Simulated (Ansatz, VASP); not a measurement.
## Ag2I3: VASP beside Ansatz

```
CELL_PARAMETERS angstrom
4.94475 0.00000 0.00000
-2.47238 4.28228 0.00000
0.00000 0.00000 7.69323
ATOMIC_POSITIONS crystal
Ag 0.33333 0.66667 0.24500
Ag 0.66667 0.33333 0.75500
I 0.00000 0.00000 0.00000
I 0.33333 0.66667 0.64500
I 0.66667 0.33333 0.35500
```

Alike in both runs: task single point; functional PBE; k mesh 6 × 6 × 4; occupations gaussian, width 0.1 eV; no spin polarisation.

|  | VASP | Ansatz |
| --- | --- | --- |
| version | VASP 6.6.1 | Ansatz 0.2.0 |
| potentials or method | VASP PAW PBE potentials, release 64 (Ag, I), cutoff 520 eV | scalar-relativistic, plane waves, PAW |
| valence electrons in the cell | 43 | 89 |

|  | VASP | Ansatz | Ansatz less VASP |
| --- | --- | --- | --- |
| gap on the k mesh at the Fermi level (eV) | none | none | - |
| pressure (GPa) | 0.6 | 0.6 | +0.04 |
| traceless stress, the component that is largest in VASP (GPa) | 1.63 | 1.63 | -0.003 |
| rms of the force components (eV/Å) | 0.236 | 0.236 | +0.0002 |

Atom by atom the forces differ by 0.001 eV/Å (rms over components). A gap of «none» marks a metal or a gap that the smearing closes. The functional is the same, so the differences come from potentials, cutoffs and numerics. VASP's potentials hold 43 valence electrons a cell and Ansatz's 89, so a difference there can come from the potentials and not from the codes.

Spin-orbit coupling is off throughout.
